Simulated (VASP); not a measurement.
# LuH2 (Fm-3m) in VASP: a series of runs, part 2 of 2

VASP 6.6.1.

## Step 3: Relaxation of cell and atoms, LDA

This run uses another cell than the first one, of 10.54 Å³/atom, 1.069 times its volume.

INCAR reads:

```
SYSTEM = LuH2
PREC     = Accurate       ! precision mode
ENCUT    = 600            ! plane-wave cutoff, eV
EDIFF    = 1E-6           ! SCF threshold, eV
ISMEAR   = 0              ! smearing method
SIGMA    = 0.1            ! smearing width, eV
LREAL    = .FALSE.        ! projectors in reciprocal space
LASPH    = .TRUE.         ! aspherical terms in the spheres
NELM     = 100            ! most SCF steps
ALGO     = Normal         ! electronic algorithm
ISIF     = 3              ! what is computed and relaxed
LWAVE    = .FALSE.        ! write WAVECAR
LCHARG   = .FALSE.        ! write CHGCAR
GGA      = CA             ! functional
IBRION   = 2              ! ionic algorithm
NSW      = 70             ! ionic steps
EDIFFG   = -0.005         ! ionic threshold
```

KPOINTS reads:

```
Automatic mesh
0
G
  14 14 14
  0 0 0
```

POSCAR reads:

```
LuH2
1.0
    0.0000000000      2.5100771468      2.5100771468
    2.5100771468      0.0000000000      2.5100771468
    2.5100771468      2.5100771468      0.0000000000
Lu H
1 2
Direct
    0.0000000000      0.0000000000      0.0000000000
    0.2500000000      0.2500000000      0.2500000000
    0.7500000000      0.7500000000      0.7500000000
```

Potentials or basis: VASP PAW PBE potentials, release 64 (Lu, H).

Launch:

```
cat potpaw_PBE.64/Lu/POTCAR potpaw_PBE.64/H/POTCAR > POTCAR
mpirun -np 1 vasp_std > vasp.out
```

OUTCAR:

```text
SYSTEM = LuH2
   PREC = Accurate
   ENCUT = 600
   EDIFF = 1E-6
   ISMEAR = 0
   LREAL = .FALSE.
   LASPH = .TRUE.
   NELM = 100
   ISIF = 3
   GGA = CA
   IBRION = 2
   NSW = 70
   EDIFFG = -0.005

 ion  position               nearest neighbor table
   1  0.000  0.000  0.000-   3 2.17   3 2.17   3 2.17   2 2.17   2 2.17   2 2.17   3 2.17   2 2.17

   2  0.250  0.250  0.250-   1 2.17   1 2.17   1 2.17   1 2.17
   3  0.750  0.750  0.750-   1 2.17   1 2.17   1 2.17   1 2.17

  LATTYP: Found a face centered cubic cell.
 ALAT       =     5.0201542936

  Lattice vectors:

 A1 = (   0.0000000000,   2.5100771468,   2.5100771468)
 A2 = (   2.5100771468,   0.0000000000,   2.5100771468)
 A3 = (   2.5100771468,   2.5100771468,   0.0000000000)

Analysis of symmetry for initial positions (statically):
=====================================================================
 Subroutine PRICEL returns:
 Original cell was already a primitive cell.

 Routine SETGRP: Setting up the symmetry group for a
 face centered cubic supercell.

 Subroutine GETGRP returns: Found 48 space group operations
 (whereof 48 operations were pure point group operations)
 out of a pool of 48 trial point group operations.

The static configuration has the point symmetry O_h .

Analysis of symmetry for dynamics (positions and initial velocities):
=====================================================================
 Subroutine PRICEL returns:
 Original cell was already a primitive cell.

 Routine SETGRP: Setting up the symmetry group for a
 face centered cubic supercell.

 Subroutine GETGRP returns: Found 48 space group operations
 (whereof 48 operations were pure point group operations)
 out of a pool of 48 trial point group operations.

The dynamic configuration has the point symmetry O_h .

 Subroutine INISYM returns: Found 48 space group operations
 (whereof 48 operations are pure point group operations),
 and found     1 'primitive' translations

----------------------------------------------------------------------------------------

                                     Primitive cell

  volume of cell :      31.6294

  direct lattice vectors                    reciprocal lattice vectors
     0.000000000  2.510077147  2.510077147    -0.199197065  0.199197065  0.199197065
     2.510077147  0.000000000  2.510077147     0.199197065 -0.199197065  0.199197065
     2.510077147  2.510077147  0.000000000     0.199197065  0.199197065 -0.199197065

  length of vectors
     3.549785144  3.549785144  3.549785144     0.345019437  0.345019437  0.345019437

  position of ions in fractional coordinates (direct lattice)
     0.000000000  0.000000000  0.000000000
     0.250000000  0.250000000  0.250000000
     0.750000000  0.750000000  0.750000000

  ion indices of the primitive-cell ions
   primitive index   ion index
                 1           1
                 2           2
                 3           3

----------------------------------------------------------------------------------------

 KPOINTS: Automatic mesh

Automatic generation of k-mesh.
 Grid dimensions read from file:
 generate k-points for:   14   14   14

 Generating k-lattice:

  Cartesian coordinates                     Fractional coordinates (reciprocal lattice)
    -0.014228362  0.014228362  0.014228362     0.071428571  0.000000000  0.000000000
     0.014228362 -0.014228362  0.014228362     0.000000000  0.071428571  0.000000000
     0.014228362  0.014228362 -0.014228362     0.000000000  0.000000000  0.071428571

  Length of vectors
     0.024644245  0.024644245  0.024644245

  Shift w.r.t. Gamma in fractional coordinates (k-lattice)
     0.000000000  0.000000000  0.000000000

 Subroutine IBZKPT returns following result:
 ===========================================

 Found    104 irreducible k-points:

 Following reciprocal coordinates:
            Coordinates               Weight
  0.000000  0.000000  0.000000      1.000000
  0.071429  0.000000  0.000000      8.000000
  0.142857  0.000000  0.000000      8.000000
  0.214286  0.000000  0.000000      8.000000
  0.285714  0.000000  0.000000      8.000000
  0.357143  0.000000  0.000000      8.000000
[... 16 lines left out ...]
  0.214286  0.142857  0.000000     24.000000
  0.285714  0.142857  0.000000     24.000000
 [... further k-points ...]
   k-points           NKPTS =    104   k-points in BZ     NKDIM =    104   number of bands    NBANDS=     17
   number of dos      NEDOS =    301   number of ions     NIONS =      3
   total plane-waves  NPLWV =  21952
   dimension x,y,z NGX =    28 NGY =   28 NGZ =   28
   dimension x,y,z NGXF=    56 NGYF=   56 NGZF=   56
   ions per type =               1   2
   NGX,Y,Z   is equivalent  to a cutoff of  13.11, 13.11, 13.11 a.u.
   NGXF,Y,Z  is equivalent  to a cutoff of  26.23, 26.23, 26.23 a.u.
 SYSTEM =  LuH2
   PREC   = accura    normal or accurate (medium, high low for compatibility)
   ISTART =      0    job   : 0-new  1-cont  2-samecut
   ICHARG =      2    charge: 1-file 2-atom 10-const
   ISPIN  =      1    spin polarized calculation?
   LNONCOLLINEAR =      F non collinear calculations
   LSORBIT =      F    spin-orbit coupling
   LASPH  =      T    aspherical Exc in radial PAW
   ENCUT  =  600.0 eV  44.10 Ry    6.64 a.u.   7.09  7.09  7.09*2*pi/ulx,y,z
   NELM   =    100;   NELMIN=  2; NELMDL= -5     # of ELM steps
   EDIFF  = 0.1E-05   stopping-criterion for ELM
   LREAL  =      F    real-space projection
   EDIFFG = -.5E-02   stopping-criterion for IOM
   NSW    =     70    number of steps for IOM
   IBRION =      2    ionic relax: 0-MD 1-quasi-New 2-CG
   NFREE  =      1    steps in history (QN), initial steepest desc. (CG)
   ISIF   =      3    stress and relaxation
   ISYM   =      2    0-nonsym 1-usesym 2-fastsym
   POTIM  = 0.5000    time-step for ionic-motion
   TEBEG  =    0.0;   TEEND  =   0.0 temperature during run
   PSTRESS=    0.0 pullay stress
   NELECT =      27.0000    total number of electrons
   NUPDOWN=      -1.0000    fix difference up-down
   EMIN   =  10.00;   EMAX   =-10.00  energy-range for DOS
   EFERMI =   0.00;   METHOD = LEGACY
   ISMEAR =     0;   SIGMA  =   0.10  broadening in eV -4-tet -1-fermi 0-gaus
   EFERMI_NEDOS =   21; number of points for ismear=-14 and -15
   IALGO  =     38    algorithm
   IMIX   =      4    mixing-type and parameters
     AMIX     =   0.40;   BMIX     =  1.00
     AMIX_MAG =   1.60;   BMIX_MAG =  1.00
  volume/ion in A,a.u.               =      10.54        71.15
  Fermi-wavevector in a.u.,A,eV,Ry     =   1.552979  2.934705 32.813781  2.411745
  Thomas-Fermi vector in A             =   2.657276
   LORBIT       =      0    0 simple, 1 ext, 2 COOP (PROOUT), +10 PAW based schemes
   GGA     = CA    functional components
   LHFCALC =     F    Hartree Fock is set to
   AEXX    =    0.0000 exact exchange contribution
   IVDW    =     0    specifies the selected vdW correction
   LEPSILON=     F    determine dielectric tensor
   LRPA    =     F    only Hartree local field effects (RPA)
 conjugate gradient relaxation of ions
 non-spin polarized calculation
 Gauss-broadening in eV      SIGMA  =   0.10
  energy-cutoff  :      600.00
  volume of cell :       31.63
 maximum number of plane-waves:      1067
   NGX = 15   NGY = 15   NGZ = 15

--------------------------------------- Ionic step        1  -------------------------------------------

 number of electron      27.0000001 magnetization

 Free energy of the ion-electron system (eV)
  ---------------------------------------------------
  ext. energy  EPLUGINS =         0.00000000
  ---------------------------------------------------
  free energy    TOTEN  =       -14.03698582 eV

  energy without entropy =      -14.03331896  energy(sigma->0) =      -14.03515239

 E-fermi :   2.3837     XC(G=0): -11.4234

 val. band max:        2.3338891215   @ k =  -0.3571   0.2143   0.0000
 cond. band min:       2.4036365805   @ k =   0.4286   0.2143   0.0000
 fundamental gap:      0.0697474590
 Fermi energy:         2.3837213657

 k-point     1 :       0.0000    0.0000    0.0000
  band No.  band energies     occupation
      1     -53.4422      2.00000
      2     -24.1475      2.00000
      3     -24.1475      2.00000
      4     -24.1475      2.00000
      5      -6.8499      2.00000
      6      -2.8683      2.00000
[... 9 lines left out ...]
     16       3.7025      0.00000
     17       6.5209      0.00000
[... 531 lines left out ...]
  energy  without entropy=      -14.0658506696  energy(sigma->0) =      -14.06763433

--------------------------------------- Ionic step        3  -------------------------------------------

 number of electron      26.9999998 magnetization

 Free energy of the ion-electron system (eV)
  ---------------------------------------------------
  ext. energy  EPLUGINS =         0.00000000
  ---------------------------------------------------
  free energy    TOTEN  =       -14.06970834 eV

  energy without entropy =      -14.06615132  energy(sigma->0) =      -14.06792983

 E-fermi :   2.5818     XC(G=0): -11.7235

 val. band max:        2.5358061871   @ k =  -0.3571   0.2143   0.0000
 cond. band min:       2.6010152276   @ k =   0.4286   0.2143   0.0000
 fundamental gap:      0.0652090405
 Fermi energy:         2.5818490851

 k-point     1 :       0.0000    0.0000    0.0000
  band No.  band energies     occupation
      1     -53.0389      2.00000
      2     -23.7211      2.00000
      3     -23.7211      2.00000
      4     -23.7211      2.00000
      5      -6.8604      2.00000
      6      -2.5509      2.00000
[... 9 lines left out ...]
     16       3.9743      0.00000
     17       6.9853      0.00000
[... 490 lines left out ...]
  FREE ENERGIE OF THE ION-ELECTRON SYSTEM (eV)
  ---------------------------------------------------
  free  energy   TOTEN  =       -14.0697083411 eV

  energy  without entropy=      -14.0661513205  energy(sigma->0) =      -14.06792983

 reached required accuracy - stopping structural energy minimisation
```

It took 2.5 min on 1 thread of Intel Xeon Platinum 8488C (Sapphire Rapids), shared host; peak memory 0.21 GiB.

Results:

```
Free energy                            : -14.0697 eV
Relaxed volume                         : 9.93 Å³/atom
Relaxed cell                           : a = 3.480 Å, b = 3.480 Å, c = 3.480 Å, α = 60.00°, β = 60.00°, γ = 60.00°
Space group after relaxing (to 0.05 Å) : Fm-3m (No. 225)
Energy gained by relaxing              : 10.9 meV/atom
Ionic steps                            : 3
Pressure after relaxing                : 0.0 GPa
```

The path:
| step | energy change (eV) | largest force (eV/Å) | pressure (GPa) | volume (Å³) |
| --- | --- | --- | --- | --- |
| 1 | 0.0000 | 0.0000 | -5.57 | 31.63 |
| 2 | -0.0324 | 0.0000 | -0.62 | 29.98 |
| 3 | -0.0327 | 0.0000 | 0.00 | 29.80 |

Final structure:
```xyz
3
Lattice="0.0000 2.4606 2.4606 2.4606 0.0000 2.4606 2.4606 2.4606 0.0000" Properties=species:S:1:pos:R:3 pbc="T T T"
Lu    0.0000    0.0000    0.0000
H     1.2303    1.2303    1.2303
H     3.6909    3.6909    3.6909
```

Caveat: the PAW data sets were made with another functional, which shifts forces and pressure a little; spin-orbit coupling is left out, which moves the levels of the heavy elements. Zero-point motion and thermal expansion aren't in these numbers.
